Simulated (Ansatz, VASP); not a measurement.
# InSb in VASP and in Ansatz

```
In Sb
1.0
     0.00000    3.24672    3.24672
     3.24672    0.00000    3.24672
     3.24672    3.24672    0.00000
In Sb
1 1
Cartesian
  0.0000 0.0000 0.0000
  1.6234 1.6234 1.6234
```

Change from the starting cell: hydrostatic strain -1.0%.

Alike in both runs: task single point; functional PBE; k mesh 6 × 6 × 6; occupations fermi-dirac, width 0.02 eV; no spin polarisation.

|  | VASP | Ansatz |
| --- | --- | --- |
| version | VASP 6.6.1 | Ansatz 0.2.0 |
| potentials or method | VASP PAW PBE potentials, release 64 (In_d, Sb) | plane waves, PAW |
| plane-wave cutoff (eV) | 520 | 420 |
| valence electrons in the cell | 18 | 28 |

VASP gave:

| Item | Value |
| --- | --- |
| pressure (GPa) | 2.8 |

Task: Estimate Ansatz's values.

Result: Pressure (GPa): 2.9.

VASP's potentials hold 18 valence electrons a cell and Ansatz's 28, so a difference there can come from the potentials and not from the codes.

Neither program's run includes spin-orbit coupling.
